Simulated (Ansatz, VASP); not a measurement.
This is a calculation of InP for Ansatz 0.2.0.

The input input.yaml:

```yaml
crystal:
  lattice:
    - [0.0, 2.9305, 2.9305]
    - [2.9305, 0.0, 2.9305]
    - [2.9305, 2.9305, 0.0]
  atoms:
    - { symbol: In, position: [0.0, 0.0, 0.0] }
    - { symbol: P, position: [0.75, 0.75, 0.75] }
kpoints:
  mp_grid: { grid: [4, 4, 4] }
scf:
  occupations: { method: fermi_dirac, width: 0.06 }
hamiltonian:
  xc: pbe
  pseudopotentials: { kind: all_electron, lapw: { basis_error: 0.004 } }
output:
  forces: true
  stress: true
  eigenvalues: true
```

Potentials or basis: all-electron LAPW, scalar-relativistic.

Launch:

```bash
$ ansatz run input.yaml --threads 1 --pin off --max-ram 3072MiB --backend cpu --events-out ev --progress --plain --runs-dir out
```

Q: Translate it to VASP 6.6.1. Potentials there: VASP PAW PBE potentials, release 64 (In_d, P).

A: As run (the cutoff follows the program's own potentials):

INCAR

```
  PREC = Accurate
  ENCUT = 520
  EDIFF = 1E-7
  ISMEAR = -1
  SIGMA = 0.06
  LREAL = False
  LASPH = True
  NELM = 60
  ALGO = Normal
  ISIF = 2
  LWAVE = False
  LCHARG = True
  GGA = PE
  LELF = True
  LVHAR = True
  NBANDS = 16
```

The input KPOINTS:

```
regular mesh
0
Gamma
  4 4 4
```

File POSCAR:

```
InP
1.0
    0.0000000000      2.9305000000      2.9305000000
    2.9305000000      0.0000000000      2.9305000000
    2.9305000000      2.9305000000      0.0000000000
In P
1 1
Direct
    0.0000000000      0.0000000000      0.0000000000
    0.7500000000      0.7500000000      0.7500000000
```

Potentials or basis: VASP PAW PBE potentials, release 64 (In_d, P).

Launch:

```bash
$ cat potpaw_PBE.64/In_d/POTCAR potpaw_PBE.64/P/POTCAR > POTCAR
$ mpirun -np 1 vasp_std > vasp.out
```

Both were run:

|  | VASP | Ansatz | Ansatz less VASP |
| --- | --- | --- | --- |
| gap on the k mesh at the Fermi level (eV) | 0.70 | 0.70 | +0.002 |
| least direct gap on the mesh (eV) | 0.70 | 0.70 | +0.002 |
| pressure (GPa) | 3.5 | 3.5 | +0.06 |

Ansatz ran all-electron here, and VASP with PAW potentials.

The k mesh is coarse, so the values compare programs but aren't converged.
